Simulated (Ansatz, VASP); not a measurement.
**K in VASP and in Ansatz**

```
K
1.0
    -2.45500    2.45500    2.45500
     2.45500   -2.45500    2.45500
     2.45500    2.45500   -2.45500
K
1
Direct
  0.00000 0.00000 0.00000
```

Alike in both runs: task single point; functional LDA; k mesh 15 × 15 × 15; occupations fermi-dirac, width 0.1 eV; no spin polarisation.

|  | VASP | Ansatz |
| --- | --- | --- |
| version | VASP 6.6.1 | Ansatz 0.2.0 |
| potentials or method | VASP PAW LDA potentials, release 64 (K_sv), cutoff 520 eV | plane waves (420 eV) with PAW, scalar-relativistic |
| valence electrons in the cell | 9 | 9 |

|  | VASP | Ansatz | Ansatz less VASP |
| --- | --- | --- | --- |
| pressure (GPa) | 0.4 | 0.4 | +0.02 |

Ansatz warns that its potentials were made for another functional, while VASP's fit it. LDA's correlation is that of Perdew and Zunger in VASP and of Perdew and Wang (1992) in Ansatz.
